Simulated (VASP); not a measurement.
Here is a VASP 6.6.1 calculation.

The input INCAR:

```
PREC = Accurate
ENCUT = 600
EDIFF = 1E-6
ISMEAR = 0
SIGMA = 0.1
LREAL = False
LASPH = True
NELM = 200
ALGO = Normal
ISIF = 2
LWAVE = False
LCHARG = False
GGA = PE
NBANDS = 26
GGA_COMPAT = False
LMAXMIX = 6
```

Contents of KPOINTS:

```
Automatic mesh
0
Gamma
  4 4 4
```

Contents of POSCAR:

```
TbCu2C
1.0
    3.9992398100      0.0000000000      0.0000000000
    0.0000000000      3.9992398100      0.0000000000
    0.0000000000      0.0000000000      3.8505522800
Tb Cu C
1 2 1
Direct
    0.0000000000      0.0000000000      0.0000000000
    0.0000000000      0.5000000000      0.5000000000
    0.5000000000      0.0000000000      0.5000000000
    0.5000000000      0.5000000000      0.0000000000
```

Potentials or basis: VASP PAW PBE potentials, release 64 (Tb_3, Cu, C), 4f in core.

The run is started by

```sh
$ cat potpaw_PBE.64/Tb_3/POTCAR potpaw_PBE.64/Cu/POTCAR potpaw_PBE.64/C/POTCAR > POTCAR
$ mpirun -np 1 vasp_std > vasp.out
```

**Question.** Estimate the pressure.

**Answer.** -3.8 GPa.

**Question.** Estimate the band gap on the k mesh.

**Answer.** Zero (an odd number of electrons rules out a gap without spin polarisation).

Stress tensor (GPa, compression positive):
```
-11.36   0.00   0.00
  0.00 -11.36   0.00
  0.00   0.00  11.37
```

Caveat: the k points lie up to 0.41 Å⁻¹ apart, too coarse for converged energies and pressures of a metal; spin-orbit coupling is left out, which moves the levels of the heavy elements; the 4f electrons are frozen in the core, so they carry no moment and show no levels. Spin polarisation is off, so any magnetic state and its effect on volume and gap are missing.
